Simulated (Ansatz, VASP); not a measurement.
**Two plane-wave programs on CoSn2**

```
Co Sn
1.0
    -3.18250    3.18250    2.72850
     3.18250   -3.18250    2.72850
     3.18250    3.18250   -2.72850
Co Sn
2 4
Direct
  0.25000 0.25000 0.00000
  0.75000 0.75000 0.00000
  0.65800 0.15800 0.81600
  0.15800 0.34200 0.50000
  0.34200 0.84200 0.18400
  0.84200 0.65800 0.50000
```

Alike in both runs: task single point; functional PBEsol; k mesh 8 × 8 × 8; occupations fermi-dirac, width 0.5 eV; no spin polarisation.

```csv
,VASP,Ansatz
version,VASP 6.6.1,Ansatz 0.2.0
potentials or method,"VASP PAW PBE potentials, release 64 (Co, Sn_d), cutoff 520 eV","scalar-relativistic, plane waves, PAW"
valence electrons in the cell,74,90
```

VASP gave:

```
gap on the k mesh at the Fermi level (eV)                     : none
pressure (GPa)                                                : 0.5
traceless stress, the component that is largest in VASP (GPa) : -1.38
rms of the force components (eV/Å)                            : 0.377
```

Question: What did Ansatz give for the same quantities?

Answer: gap on the k mesh at the Fermi level (eV): none; pressure (GPa): 0.4; traceless stress, the component that is largest in VASP (GPa): -1.42; rms of the force components (eV/Å): 0.375.

VASP's potentials were made for PBE, not for PBEsol. Atom by atom the forces differ by 0.002 eV/Å (rms over components). A gap of «none» marks a metal or a gap that the smearing closes. VASP's potentials hold 74 valence electrons a cell and Ansatz's 90, so a difference there can come from the potentials and not from the codes.
